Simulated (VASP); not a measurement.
CaH3Pd, 5 atoms in the cell. The structure is cubic, space group Pm-3m (No. 221). The conventional cell has a = 3.707 Å, b = 3.707 Å, c = 3.707 Å, α = 90.00°, β = 90.00°, γ = 90.00°. Within 3.5 Å of Ca (site symmetry m-3m) lie 12 H at 2.62 Å and 8 Pd at 3.21 Å. H (site symmetry 4/mmm) has 2 Pd at 1.85 Å within 2.5 Å. Within 2.5 Å of Pd (site symmetry m-3m) lie 6 H at 1.85 Å. 

| Item | Value |
| --- | --- |
| Program | VASP 6.6.1 |
| Task | single point |
| Functional | PBEsol |
| Potentials or basis | VASP PAW PBE potentials, release 64 (Ca_sv, H, Pd) |
| Cutoff | 520 eV |
| k mesh | 2 × 2 × 2 |
| Occupations | methfessel-paxton, width 0.15 eV |
| Spin | no spin polarisation |
| Dipole correction | no |
| Further INCAR settings | ALGO = Normal; EDIFF = 1e-06; NBANDS = 20 |

Potentials or basis: VASP PAW PBE potentials, release 64 (Ca_sv, H, Pd).

The run is started by

```console
$ cat potpaw_PBE.64/Ca_sv/POTCAR potpaw_PBE.64/H/POTCAR potpaw_PBE.64/Pd/POTCAR > POTCAR
$ mpirun -np 1 vasp_std > vasp.out
```

Hardware: 1 thread of Intel(R) Xeon(R) Platinum 8488C (Sapphire Rapids), on a shared host.

Problem. Estimate the wall time of this run.

Solution. Run time: 5 s on 1 thread of Intel(R) Xeon(R) Platinum 8488C (Sapphire Rapids) (shared host), peak memory 0.15 GiB. Counts: scf iterations 14, k points 4.
